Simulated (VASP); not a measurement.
Wanted: the native input for a VASP 6.6.1 run.

* Task: single point
* Functional: PBEsol
* Potentials or basis: VASP PAW PBE potentials, release 64 (Be, H)
* Cutoff: 520 eV
* k mesh: 5 × 5 × 3
* Occupations: gaussian, width 0.15 eV
* Spin: no spin polarisation
* Dipole correction: no
* Further INCAR settings: LREAL = Auto; ALGO = Normal; EDIFF = 1e-06; NBANDS = 30

The structure of Be16H (a cell with a defect) lies in POSCAR:

```
Be16H
1.0
   -2.2900000000     -3.9663960000      0.0000000000
    3.4350000000     -1.9831980000      0.0000000000
    0.0000000000      0.0000000000      7.1768600000
Be H
16 1
Direct
    0.7340835412      0.4912393914      0.0000504399
    0.5002714833      0.3356266948      0.2514828212
    0.7500025667      0.4981685234      0.5000496039
    0.5002635995      0.3356485132      0.7486083050
    0.5003072017     -0.0018074260      0.0000430550
    0.2530767299      0.8358648359      0.2546238884
    0.5002398876      0.0042504636      0.5000441697
    0.2530610992      0.8358870210      0.7454584595
    0.2664752382      0.4909372039      0.0000475138
    0.0002408632      0.3260726570      0.2556280880
    0.2504940067      0.4981593233      0.5000465385
    0.0002331607      0.3260966340      0.7444573253
    0.0001312221      0.0184825323      0.0000424977
    0.7474098368      0.8358770091      0.2546330847
    0.0002508135     -0.0047422524      0.5000484892
    0.7474004090      0.8359059495      0.7454527467
    0.0004298576      0.6625974888      1.0000799793
```

These files were run (other wordings do the same):

INCAR

```
SYSTEM = Be16H
PREC = Accurate
ENCUT = 520
EDIFF = 1E-6
ISMEAR = 0
SIGMA = 0.15
LREAL = Auto
LASPH = .True.
NELM = 100
ALGO = Normal
ISIF = 2
LWAVE = .False.
LCHARG = .False.
GGA = PS
NBANDS = 30
```

KPOINTS

```
regular mesh
0
Gamma
  5 5 3
  0 0 0
```

Potentials or basis: VASP PAW PBE potentials, release 64 (Be, H).

The run is started by

```sh
$ cat potpaw_PBE.64/Be/POTCAR potpaw_PBE.64/H/POTCAR > POTCAR
$ mpirun -np 1 vasp_std > vasp.out
```

Results of the run:

```
Pressure      : 0.7 GPa
Largest force : 0.042 eV/Å
```

Caveat: the PAW data sets were made with another functional, which shifts forces and pressure a little.

Wall time 3.3 min on 1 thread of AMD EPYC 7R43 64-Core Processor (Zen 3) (shared host), peak memory 0.24 GiB.
